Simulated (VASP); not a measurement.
# CuSi16 (a cell with a defect) in VASP: single point with PBE

Aim: the single point of CuSi16 (a cell with a defect) with PBE.

Program: VASP 6.6.1. These are calculated values, not measurements. Logs are shortened: lines on timing, memory, paths and dates and some standing lists are left out, and cuts for length are marked.

**1. The cell of the first run**

The cell holds a defect, 17 atoms: a = 7.679 Å, b = 7.679 Å, c = 7.679 Å, α = 60.00°, β = 60.00°, γ = 60.00°.

**2. Single point, PBE**

INCAR

```
PREC = Accurate
ENCUT = 520
EDIFF = 1E-6
ISMEAR = 0
SIGMA = 0.02
LREAL = Auto
LASPH = True
NELM = 60
ALGO = Normal
ISIF = 2
LWAVE = False
LCHARG = True
GGA = PE
LELF = True
LVHAR = True
NBANDS = 52
NELECT = 74.0
```

KPOINTS

```
Automatic mesh
0
Gamma
  2 2 2
```

POSCAR

```
CuSi16
1.0
    0.0000000000      5.4300000000      5.4300000000
    5.4300000000      0.0000000000      5.4300000000
    5.4300000000      5.4300000000      0.0000000000
Si Cu
16 1
Direct
   -0.0038325967      0.0090510129     -0.0016237569
    0.1090865562      0.1446922652      0.1209394107
   -0.0255935543      0.0112755064      0.5047729282
    0.1100904236      0.1245370166      0.6269403315
    0.0114152855      0.5155090239      0.0084944751
    0.1313693370      0.6360354512      0.1399792818
   -0.0076271639      0.4978448435      0.5122518416
    0.1143366483      0.6196876611      0.6399616943
    0.5011536832      0.0058873849     -0.0134976980
    0.6229232044      0.1281377532      0.1138640884
    0.4834354512     -0.0109006446      0.4861245856
    0.6034549724      0.1090590239      0.6181544199
    0.5043888582      0.5014367403     -0.0017479742
    0.6407855433      0.6140627072      0.1204466851
    0.5063724678      0.4796790976      0.5045207182
    0.6191237569      0.6156406998      0.6268031308
    0.3060843462      0.8110117864      0.3113121547
```

Potentials or basis: VASP PAW PBE potentials, release 64 (Si, Cu).

Started as:

```console
$ cat potpaw_PBE.64/Si/POTCAR potpaw_PBE.64/Cu/POTCAR > POTCAR
$ mpirun -np 1 vasp_std > vasp.out
```

OUTCAR:

```text
PREC = Accurate
   ENCUT = 520
   EDIFF = 1E-6
   ISMEAR = 0
   LREAL = Auto
   LASPH = True
   NELM = 60
   ISIF = 2
   GGA = PE
   NELECT = 74.0

 ion  position               nearest neighbor table
   1  0.996  0.009  0.998-   2 2.33   4 2.33  10 2.34   6 2.35
   2  0.109  0.145  0.121-   1 2.33   5 2.34  17 2.36   3 2.41   9 2.46
   3  0.974  0.011  0.505-   4 2.33  12 2.34  17 2.38   2 2.41   8 2.46
   4  0.110  0.125  0.627-   3 2.33   1 2.33   7 2.34  11 2.35
   5  0.011  0.516  0.008-   8 2.32   6 2.33  14 2.34   2 2.34
   6  0.131  0.636  0.140-   5 2.33   7 2.34  13 2.35   1 2.35
   7  0.992  0.498  0.512-   8 2.33   6 2.34  16 2.34   4 2.34
   8  0.114  0.620  0.640-   5 2.32   7 2.33  17 2.33   3 2.46  15 2.46
   9  0.501  0.006  0.987-  12 2.32  10 2.33  17 2.34  14 2.46   2 2.46
  10  0.623  0.128  0.114-   9 2.33   1 2.34  13 2.34  11 2.34
  11  0.483  0.989  0.486-  12 2.33  10 2.34   4 2.35  16 2.35
  12  0.603  0.109  0.618-   9 2.32  11 2.33  15 2.34   3 2.34
  13  0.504  0.501  0.998-  14 2.33  16 2.33  10 2.34   6 2.35
  14  0.641  0.614  0.120-  13 2.33   5 2.34  17 2.37  15 2.41   9 2.46
  15  0.506  0.480  0.505-  16 2.33  12 2.34  17 2.37  14 2.41   8 2.46
  16  0.619  0.616  0.627-  15 2.33  13 2.33   7 2.34  11 2.35
  17  0.306  0.811  0.311-   8 2.33   9 2.34   2 2.36  14 2.37  15 2.37   3 2.38

  LATTYP: Found a face centered cubic cell.
 ALAT       =    10.8600000000

  Lattice vectors:

 A1 = (   0.0000000000,   5.4300000000,   5.4300000000)
 A2 = (   5.4300000000,   0.0000000000,   5.4300000000)
 A3 = (   5.4300000000,   5.4300000000,   0.0000000000)

Analysis of symmetry for initial positions (statically):
=====================================================================
 Subroutine PRICEL returns:
 Original cell was already a primitive cell.

 Routine SETGRP: Setting up the symmetry group for a
 face centered cubic supercell.

 Subroutine GETGRP returns: Found  1 space group operations
 (whereof  1 operations were pure point group operations)
 out of a pool of 48 trial point group operations.

The static configuration has the point symmetry C_1 .

Analysis of symmetry for dynamics (positions and initial velocities):
=====================================================================
 Subroutine PRICEL returns:
 Original cell was already a primitive cell.

 Routine SETGRP: Setting up the symmetry group for a
 face centered cubic supercell.

 Subroutine GETGRP returns: Found  1 space group operations
 (whereof  1 operations were pure point group operations)
 out of a pool of 48 trial point group operations.

The dynamic configuration has the point symmetry C_1 .

 Subroutine INISYM returns: Found  1 space group operations
 (whereof  1 operations are pure point group operations),
 and found     1 'primitive' translations

----------------------------------------------------------------------------------------

                                     Primitive cell

  volume of cell :     320.2060

  direct lattice vectors                    reciprocal lattice vectors
     0.000000000  5.430000000  5.430000000    -0.092081031  0.092081031  0.092081031
     5.430000000  0.000000000  5.430000000     0.092081031 -0.092081031  0.092081031
     5.430000000  5.430000000  0.000000000     0.092081031  0.092081031 -0.092081031

  length of vectors
     7.679179644  7.679179644  7.679179644     0.159489025  0.159489025  0.159489025

  position of ions in fractional coordinates (direct lattice)
     0.996167403  0.009051013  0.998376243
     0.109086556  0.144692265  0.120939411
     0.974406446  0.011275506  0.504772928
     0.110090424  0.124537017  0.626940332
     0.011415286  0.515509024  0.008494475
     0.131369337  0.636035451  0.139979282
[... 9 lines left out ...]
     0.619123757  0.615640700  0.626803131
     0.306084346  0.811011786  0.311312155

  ion indices of the primitive-cell ions
   primitive index   ion index
                 1           1
                 2           2
                 3           3
                 4           4
                 5           5
                 6           6
[... 9 lines left out ...]
                16          16
                17          17

----------------------------------------------------------------------------------------

 KPOINTS: Automatic mesh

Automatic generation of k-mesh.
 Grid dimensions read from file:
 generate k-points for:    2    2    2

 Generating k-lattice:

  Cartesian coordinates                     Fractional coordinates (reciprocal lattice)
    -0.046040516  0.046040516  0.046040516     0.500000000  0.000000000  0.000000000
     0.046040516 -0.046040516  0.046040516     0.000000000  0.500000000  0.000000000
     0.046040516  0.046040516 -0.046040516     0.000000000  0.000000000  0.500000000

  Length of vectors
     0.079744512  0.079744512  0.079744512

  Shift w.r.t. Gamma in fractional coordinates (k-lattice)
     0.000000000  0.000000000  0.000000000

 Subroutine IBZKPT returns following result:
 ===========================================

 Found      8 irreducible k-points:

 Following reciprocal coordinates:
            Coordinates               Weight
  0.000000  0.000000  0.000000      1.000000
  0.500000  0.000000  0.000000      1.000000
  0.000000  0.500000  0.000000      1.000000
  0.000000  0.000000  0.500000      1.000000
  0.500000  0.500000  0.500000      1.000000
  0.500000  0.500000  0.000000      1.000000
  0.000000  0.500000  0.500000      1.000000
  0.500000  0.000000  0.500000      1.000000
   k-points           NKPTS =      8   k-points in BZ     NKDIM =      8   number of bands    NBANDS=     52
   number of dos      NEDOS =    301   number of ions     NIONS =     17
   total plane-waves  NPLWV = 216000
   dimension x,y,z NGX =    60 NGY =   60 NGZ =   60
   dimension x,y,z NGXF=   120 NGYF=  120 NGZF=  120
   ions per type =              16   1
   NGX,Y,Z   is equivalent  to a cutoff of  12.99, 12.99, 12.99 a.u.
   NGXF,Y,Z  is equivalent  to a cutoff of  25.98, 25.98, 25.98 a.u.
 SYSTEM =  unknown system
   PREC   = accura    normal or accurate (medium, high low for compatibility)
   ISTART =      0    job   : 0-new  1-cont  2-samecut
   ICHARG =      2    charge: 1-file 2-atom 10-const
   ISPIN  =      1    spin polarized calculation?
   LNONCOLLINEAR =      F non collinear calculations
   LSORBIT =      F    spin-orbit coupling
   LASPH  =      T    aspherical Exc in radial PAW
   ENCUT  =  520.0 eV  38.22 Ry    6.18 a.u.  14.28 14.28 14.28*2*pi/ulx,y,z
   NELM   =     60;   NELMIN=  2; NELMDL= -5     # of ELM steps
   EDIFF  = 0.1E-05   stopping-criterion for ELM
   LREAL  =      T    real-space projection
   EDIFFG = 0.1E-04   stopping-criterion for IOM
   NSW    =      0    number of steps for IOM
   IBRION =     -1    ionic relax: 0-MD 1-quasi-New 2-CG
   NFREE  =      0    steps in history (QN), initial steepest desc. (CG)
   ISIF   =      2    stress and relaxation
   ISYM   =      2    0-nonsym 1-usesym 2-fastsym
   POTIM  = 0.5000    time-step for ionic-motion
   TEBEG  =    0.0;   TEEND  =   0.0 temperature during run
   PSTRESS=    0.0 pullay stress
   NELECT =      74.0000    total number of electrons
   NUPDOWN=      -1.0000    fix difference up-down
   EMIN   =  10.00;   EMAX   =-10.00  energy-range for DOS
   EFERMI =   0.00;   METHOD = LEGACY
   ISMEAR =     0;   SIGMA  =   0.02  broadening in eV -4-tet -1-fermi 0-gaus
   EFERMI_NEDOS =   21; number of points for ismear=-14 and -15
   IALGO  =     38    algorithm
   IMIX   =      4    mixing-type and parameters
     AMIX     =   0.40;   BMIX     =  1.00
     AMIX_MAG =   1.60;   BMIX_MAG =  1.00
  volume/ion in A,a.u.               =      18.84       127.11
  Fermi-wavevector in a.u.,A,eV,Ry     =   1.004636  1.898488 13.732283  1.009294
  Thomas-Fermi vector in A             =   2.137265
   LORBIT       =      0    0 simple, 1 ext, 2 COOP (PROOUT), +10 PAW based schemes
   GGA     = PE    functional components
   LHFCALC =     F    Hartree Fock is set to
   AEXX    =    0.0000 exact exchange contribution
   IVDW    =     0    specifies the selected vdW correction
   LEPSILON=     F    determine dielectric tensor
   LRPA    =     F    only Hartree local field effects (RPA)
 non-spin polarized calculation
 Gauss-broadening in eV      SIGMA  =   0.02
  energy-cutoff  :      520.00
  volume of cell :      320.21
 maximum number of plane-waves:      8646
 NGX is ok and might be reduce to    60
   NGX = 29   NGY = 29   NGZ = 29

 number of electron      73.9999997 magnetization

 Free energy of the ion-electron system (eV)
  ---------------------------------------------------
  ext. energy  EPLUGINS =         0.00000000
  ---------------------------------------------------
  free energy    TOTEN  =       -94.17013387 eV

  energy without entropy =      -94.17013387  energy(sigma->0) =      -94.17013387

 E-fermi :   6.4009     XC(G=0):  -9.6174

 val. band max:        6.3208172537   @ k =   0.0000   0.0000   0.0000
 cond. band min:       6.4809932059   @ k =   0.0000   0.0000   0.0000
 fundamental gap:      0.1601759522
 Fermi energy:         6.4009167483

 k-point     1 :       0.0000    0.0000    0.0000
  band No.  band energies     occupation
      1      -5.8987      2.00000
      2      -3.5511      2.00000
      3      -3.5154      2.00000
      4      -3.4837      2.00000
      5      -3.4701      2.00000
      6      -1.9412      2.00000
[... 41 lines left out ...]
     48       8.4155      0.00000
     49       8.5017      0.00000

 k-point     2 :       0.5000    0.0000    0.0000
  band No.  band energies     occupation
      1      -5.1757      2.00000
      2      -5.0006      2.00000
      3      -3.3214      2.00000
      4      -3.2158      2.00000
      5      -3.1092      2.00000
      6      -3.0920      2.00000
[... 304 lines left out ...]
 k-point     8 :       0.5000    0.0000    0.5000
  band No.  band energies     occupation
      1      -4.9310      2.00000
      2      -4.7172      2.00000
      3      -3.9167      2.00000
      4      -3.7722      2.00000
      5      -3.7479      2.00000
      6      -3.7325      2.00000
[... 41 lines left out ...]
     48      10.4259      0.00000
     49      10.4480      0.00000
 [bands above 49 left out]

------------------------ aborting loop because EDIFF is reached ----------------------------------------

  FORCE on cell =-STRESS in cart. coord.  units (eV):
  Direction    XX          YY          ZZ          XY          YZ          ZX
  --------------------------------------------------------------------------------------
  -------------------------------------------------------------------------------------
  Total       -1.3258071     -1.2865054     -0.9325742      1.1946915      0.0718313      0.0692715
  in kB       -6.6337857     -6.4371364     -4.6662125      5.9777381      0.3594139      0.3466058
  external PRESSURE =      -5.9123782 kB  Pullay stress =       0.0000000 kB

 VOLUME and BASIS-vectors are now :
 -----------------------------------------------------------------------------
  energy-cutoff  :      520.00
  volume of cell :      320.21
      direct lattice vectors                 reciprocal lattice vectors
     0.000000000  5.430000000  5.430000000    -0.092081031  0.092081031  0.092081031
     5.430000000  0.000000000  5.430000000     0.092081031 -0.092081031  0.092081031
     5.430000000  5.430000000  0.000000000     0.092081031  0.092081031 -0.092081031

 POSITION                                       TOTAL-FORCE (eV/Angst)
 -----------------------------------------------------------------------------------
      5.47033     10.83037      5.45834        -0.003076     -0.002412     -0.002093
      1.44238      1.24904      1.37802         0.013457     -0.017774      0.017469
      2.80214      8.03194      5.35225         0.012108     -0.005627     -0.007950
      4.08052      4.00208      1.27403         0.000568      0.005165      0.003386
      2.84534      0.10811      2.86120        -0.021810     -0.008462     -0.009190
      4.21376      1.47342      4.16701         0.003082     -0.001417     -0.002222
[... 9 lines left out ...]
      6.74647      6.76538      6.70477         0.010695      0.001138      0.006948
      6.09422      3.35246      6.06583        -0.022062     -0.004961     -0.010377
 -----------------------------------------------------------------------------------
    total drift:                               -0.005266      0.006308      0.005384

  FREE ENERGIE OF THE ION-ELECTRON SYSTEM (eV)
  ---------------------------------------------------
  free  energy   TOTEN  =       -94.1701338664 eV

  energy  without entropy=      -94.1701338661  energy(sigma->0) =      -94.17013387
```

Run time: 4.2 min. Hardware: 1 thread of Intel Xeon Platinum 8559C (Emerald Rapids), shared host; peak memory 0.49 GiB.

What came out:

| Item | Value |
| --- | --- |
| Free energy | -94.1701 eV |
| Largest force | 0.035 eV/Å |

Forces in eV/Å, atoms in the order of the input:
```
Si  -0.003 -0.002 -0.002
Si   0.013 -0.018  0.017
Si   0.012 -0.006 -0.008
Si   0.001  0.005  0.003
Si  -0.022 -0.008 -0.009
Si   0.003 -0.001 -0.002
Si  -0.009 -0.002 -0.002
Si   0.007  0.013 -0.010
Si  -0.011 -0.007  0.002
Si   0.005  0.003  0.000
Si  -0.002  0.006  0.010
Si   0.009  0.028  0.019
Si  -0.002 -0.001 -0.003
Si   0.012 -0.004 -0.011
Si  -0.001 -0.003  0.000
Si   0.011  0.001  0.007
Cu  -0.022 -0.005 -0.010
```

Levels at points of the mesh, in eV from the Fermi level:
```csv
k point,band 34,band 35,band 36,band 37,band 38,band 39,band 40,band 41
"(0.00, 0.00, 0.00)",-1.11,-0.51,-0.10,-0.08,0.08,0.13,0.55,0.59
"(0.50, 0.00, 0.00)",-1.08,-0.99,-0.91,-0.73,0.68,1.03,1.09,1.28
"(0.00, 0.50, 0.00)",-1.08,-0.99,-0.91,-0.73,0.68,1.03,1.09,1.28
"(0.00, 0.00, 0.50)",-1.09,-0.96,-0.91,-0.68,0.69,1.04,1.12,1.31
"(0.50, 0.50, 0.50)",-0.92,-0.91,-0.59,-0.43,0.59,0.98,1.46,1.47
"(0.50, 0.50, 0.00)",-1.67,-1.48,-1.46,-1.11,0.74,0.81,1.87,2.09
"(0.00, 0.50, 0.50)",-1.67,-1.47,-1.44,-1.17,0.73,0.83,1.88,2.08
"(0.50, 0.00, 0.50)",-1.67,-1.47,-1.44,-1.17,0.74,0.83,1.88,2.08
```

Caveat: the k points lie up to 0.50 Å⁻¹ apart; the cell carries a net charge on a neutralising background, which shifts energy and pressure; the cell is charged against a uniform background, so pressure and absolute levels hang on convention.
